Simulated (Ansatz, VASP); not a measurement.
# NaCl in VASP and in Ansatz

```
CELL_PARAMETERS angstrom
3.50219 0.00000 0.00000
0.00000 3.50219 0.00000
0.00000 0.00000 3.50219
ATOMIC_POSITIONS crystal
Na 0.00000 0.00000 0.00000
Cl 0.49176 0.49176 0.49176
```

Change from the starting cell: all Cl atoms moved +0.050 Å, as atom 2 towards its neighbour atom 1 (Na) at 3.033 Å.

Alike in both runs: task single point; functional PBE; k mesh 6 × 6 × 6; occupations gaussian, width 0.05 eV; no spin polarisation.

|  | VASP | Ansatz |
| --- | --- | --- |
| version | VASP 6.6.1 | Ansatz 0.2.0 |
| potentials or method | VASP PAW PBE potentials, release 64 (Na_pv, Cl), cutoff 520 eV | scalar-relativistic, plane waves, PAW |
| valence electrons in the cell | 14 | 16 |

```csv
,VASP,Ansatz,Ansatz less VASP
gap on the k mesh at the Fermi level (eV),3.98,3.98,0.000
least direct gap on the mesh (eV),4.47,4.47,0.000
pressure (GPa),0.1,0.1,+0.05
rms of the force components (eV/Å),0.010,0.010,-0.0002
```

Atom by atom the forces differ by 0.000 eV/Å (rms over components). The functional is the same, so the differences come from potentials, cutoffs and numerics. VASP's potentials hold 14 valence electrons a cell and Ansatz's 16, so a difference there can come from the potentials and not from the codes.
